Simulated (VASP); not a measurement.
# LiCaCl3 (Pm-3m) in VASP: notebook, part 2 of 2

VASP 6.6.1. The steps go on from the part before.

## 5. Single point, PBE

This run uses another cell than the first one, of 21.60 Å³/atom, 1.041 times its volume.

The input, INCAR:

```
SYSTEM = LiCaCl3
PREC     = Accurate       ! precision mode
ENCUT    = 750            ! plane-wave cutoff, eV
EDIFF    = 1E-6           ! SCF threshold, eV
ISMEAR   = 1              ! smearing method
SIGMA    = 0.02           ! smearing width, eV
LREAL    = .FALSE.        ! projectors in reciprocal space
LASPH    = .TRUE.         ! aspherical terms in the spheres
NELM     = 120            ! most SCF steps
ALGO     = Normal         ! electronic algorithm
ISIF     = 2              ! what is computed and relaxed
LWAVE    = .FALSE.        ! write WAVECAR
LCHARG   = .TRUE.         ! write CHGCAR
GGA      = PE             ! functional
LELF     = .TRUE.         ! ELF
LVHAR    = .TRUE.       
NBANDS   = 25             ! bands
GGA_COMPAT= .FALSE.
```

The input, KPOINTS:

```
Automatic mesh
0
G
  4 4 4
  0 0 0
```

The input, POSCAR:

```
LiCaCl3
1.0
    4.7625684739      0.0000000000      0.0000000000
    0.0000000000      4.7625684739      0.0000000000
    0.0000000000      0.0000000000      4.7625684739
Ca Li Cl
1 1 3
Direct
    0.0000000000      0.0000000000      0.0000000000
    0.5000000000      0.5000000000      0.5000000000
    0.5000000000      0.5000000000      0.0000000000
    0.0000000000      0.5000000000      0.5000000000
    0.5000000000      0.0000000000      0.5000000000
```

Potentials or basis: VASP PAW PBE potentials, release 64 (Ca_sv, Li_sv, Cl).

The run is started by

```sh
cat potpaw_PBE.64/Ca_sv/POTCAR potpaw_PBE.64/Li_sv/POTCAR potpaw_PBE.64/Cl/POTCAR > POTCAR
mpirun -np 1 vasp_std > vasp.out
```

OUTCAR:

```text
SYSTEM = LiCaCl3
   PREC = Accurate
   ENCUT = 750
   EDIFF = 1E-6
   ISMEAR = 1
   LREAL = .FALSE.
   LASPH = .TRUE.
   NELM = 120
   ISIF = 2
   GGA = PE

 ion  position               nearest neighbor table
   1  0.000  0.000  0.000-
   2  0.500  0.500  0.500-   3 2.38   4 2.38   5 2.38   3 2.38   5 2.38   4 2.38
   3  0.500  0.500  0.000-   2 2.38   2 2.38
   4  0.000  0.500  0.500-   2 2.38   2 2.38
   5  0.500  0.000  0.500-   2 2.38   2 2.38

  LATTYP: Found a simple cubic cell.
 ALAT       =     4.7625684739

  Lattice vectors:

 A1 = (   4.7625684739,   0.0000000000,   0.0000000000)
 A2 = (   0.0000000000,   4.7625684739,   0.0000000000)
 A3 = (   0.0000000000,   0.0000000000,   4.7625684739)

Analysis of symmetry for initial positions (statically):
=====================================================================
 Subroutine PRICEL returns:
 Original cell was already a primitive cell.

 Routine SETGRP: Setting up the symmetry group for a
 simple cubic supercell.

 Subroutine GETGRP returns: Found 48 space group operations
 (whereof 48 operations were pure point group operations)
 out of a pool of 48 trial point group operations.

The static configuration has the point symmetry O_h .

Analysis of symmetry for dynamics (positions and initial velocities):
=====================================================================
 Subroutine PRICEL returns:
 Original cell was already a primitive cell.

 Routine SETGRP: Setting up the symmetry group for a
 simple cubic supercell.

 Subroutine GETGRP returns: Found 48 space group operations
 (whereof 48 operations were pure point group operations)
 out of a pool of 48 trial point group operations.

The dynamic configuration has the point symmetry O_h .

 Subroutine INISYM returns: Found 48 space group operations
 (whereof 48 operations are pure point group operations),
 and found     1 'primitive' translations
[... 104 lines left out ...]
   IMIX   =      4    mixing-type and parameters
     AMIX     =   0.40;   BMIX     =  1.00
     AMIX_MAG =   1.60;   BMIX_MAG =  1.00
  volume/ion in A,a.u.               =      21.60       145.80
  Fermi-wavevector in a.u.,A,eV,Ry     =   1.113593  2.104386 16.872446  1.240090
  Thomas-Fermi vector in A             =   2.250180
   LORBIT       =      0    0 simple, 1 ext, 2 COOP (PROOUT), +10 PAW based schemes
   GGA     = PE    functional components
   LHFCALC =     F    Hartree Fock is set to
   AEXX    =    0.0000 exact exchange contribution
   IVDW    =     0    specifies the selected vdW correction
   LEPSILON=     F    determine dielectric tensor
   LRPA    =     F    only Hartree local field effects (RPA)
 non-spin polarized calculation
 Methfessel and Paxton  Order N= 1 SIGMA  =   0.02
  energy-cutoff  :      750.00
  volume of cell :      108.02
 maximum number of plane-waves:      5069
 NGX is ok and might be reduce to    48
   NGX = 21   NGY = 21   NGZ = 21

 number of electron      34.0000006 magnetization

 Free energy of the ion-electron system (eV)
  ---------------------------------------------------
  ext. energy  EPLUGINS =         0.00000000
  ---------------------------------------------------
  free energy    TOTEN  =       -18.65453954 eV

  energy without entropy =      -18.65453954  energy(sigma->0) =      -18.65453954

 E-fermi :   1.6169     XC(G=0):  -8.8026

 val. band max:        1.4564936518   @ k =   0.5000   0.5000   0.5000
 cond. band min:       4.8061234607   @ k =   0.0000   0.0000   0.0000
 fundamental gap:      3.3496298089
 Fermi energy:         1.6169399251

 k-point     1 :       0.0000    0.0000    0.0000
  band No.  band energies     occupation
      1     -41.6233      2.00000
      2     -39.6240      2.00000
      3     -20.5321      2.00000
      4     -20.5321      2.00000
      5     -20.5321      2.00000
      6     -12.3915      2.00000
[... 269 lines left out ...]
     24       9.9340      0.00000
     25       9.9340      0.00000

------------------------ aborting loop because EDIFF is reached ----------------------------------------

  FORCE on cell =-STRESS in cart. coord.  units (eV):
  Direction    XX          YY          ZZ          XY          YZ          ZX
  --------------------------------------------------------------------------------------
  -------------------------------------------------------------------------------------
  Total       -0.4953214     -0.4953214     -0.4953214     -0.0000000     -0.0000000     -0.0000000
  in kB       -7.3463905     -7.3463905     -7.3463905     -0.0000000     -0.0000000     -0.0000000
  external PRESSURE =      -7.3463905 kB  Pullay stress =       0.0000000 kB

 VOLUME and BASIS-vectors are now :
 -----------------------------------------------------------------------------
  energy-cutoff  :      750.00
  volume of cell :      108.02
      direct lattice vectors                 reciprocal lattice vectors
     4.762568474  0.000000000  0.000000000     0.209970734  0.000000000  0.000000000
     0.000000000  4.762568474  0.000000000     0.000000000  0.209970734  0.000000000
     0.000000000  0.000000000  4.762568474     0.000000000  0.000000000  0.209970734

 POSITION                                       TOTAL-FORCE (eV/Angst)
 -----------------------------------------------------------------------------------
      0.00000      0.00000      0.00000         0.000000      0.000000      0.000000
      2.38128      2.38128      2.38128         0.000000      0.000000      0.000000
      2.38128      2.38128      0.00000         0.000000      0.000000      0.000000
      0.00000      2.38128      2.38128         0.000000      0.000000      0.000000
      2.38128      0.00000      2.38128         0.000000      0.000000      0.000000
 -----------------------------------------------------------------------------------
    total drift:                                0.000000     -0.000000     -0.000000

  FREE ENERGIE OF THE ION-ELECTRON SYSTEM (eV)
  ---------------------------------------------------
  free  energy   TOTEN  =       -18.6545395400 eV

  energy  without entropy=      -18.6545395400  energy(sigma->0) =      -18.65453954
```

OSZICAR:

```text
N       E                     dE             d eps       ncg     rms          rms(c)
DAV:   1     0.315376775339E+03    0.31538E+03   -0.18985E+04   500   0.168E+03
DAV:   2     0.508088304833E+01   -0.31030E+03   -0.29954E+03   684   0.350E+02
DAV:   3    -0.175948786134E+02   -0.22676E+02   -0.22570E+02   714   0.850E+01
DAV:   4    -0.195958355583E+02   -0.20010E+01   -0.19984E+01   894   0.168E+01
DAV:   5    -0.196571558928E+02   -0.61320E-01   -0.61387E-01   711   0.256E+00    0.638E+00
DAV:   6    -0.188697636801E+02    0.78739E+00   -0.10473E+00   580   0.477E+00    0.415E+00
DAV:   7    -0.186692423315E+02    0.20052E+00   -0.50912E-01   621   0.362E+00    0.177E+00
DAV:   8    -0.186541273337E+02    0.15115E-01   -0.96174E-02   660   0.153E+00    0.242E-01
DAV:   9    -0.186540901744E+02    0.37159E-04   -0.41367E-03   701   0.328E-01    0.163E-01
DAV:  10    -0.186545148218E+02   -0.42465E-03   -0.14541E-03   667   0.235E-01    0.246E-02
DAV:  11    -0.186545337479E+02   -0.18926E-04   -0.15462E-04   774   0.559E-02    0.117E-02
DAV:  12    -0.186545382321E+02   -0.44842E-05   -0.62076E-06   607   0.147E-02    0.470E-03
DAV:  13    -0.186545394078E+02   -0.11757E-05   -0.11344E-06   475   0.668E-03    0.807E-04
DAV:  14    -0.186545395400E+02   -0.13218E-06   -0.18847E-07   404   0.298E-03
   1 F= -.18654540E+02 E0= -.18654540E+02  d E =0.378873E-29
```

stdout:

```text
POSCAR found type information on POSCAR CaLiCl
 POSCAR found :  3 types and       5 ions
 scaLAPACK will be used
 LDA part: xc-table for (Slater+PW92), standard interpolation
 POSCAR, INCAR and KPOINTS ok, starting setup
 FFT: planning ... GRIDC
 FFT: planning ... GRID_SOFT
 FFT: planning ... GRID
 WAVECAR not read
 entering main loop
```

Wall time 1.8 min (1 thread of Intel Xeon 8259CL, shared host); peak memory 0.34 GiB.

What came out:

```yaml
Free_energy: -18.6545 eV
Pressure: -0.7 GPa
Band_gap_on_the_k_mesh: 3.35 eV, indirect (least direct gap 3.58 eV)
```

## 6. Overview

```csv
cell,gap on the mesh (eV),pressure (GPa)
"a = 4.699 Å, 5 atoms",3.45,0.7
"a = 4.731 Å, 5 atoms",3.40,0.0
"a = 4.763 Å, 5 atoms",3.35,-0.7
```

Alike in all rows: task single point; level PBE; potentials or basis VASP PAW PBE potentials, release 64 (Ca_sv, Li_sv, Cl); no spin polarisation; k mesh 4 × 4 × 4; cutoff (eV) 750; smearing methfessel-paxton 0.02 eV.

Total energies depend on the potentials used, so only differences within one code and one set of settings carry meaning.
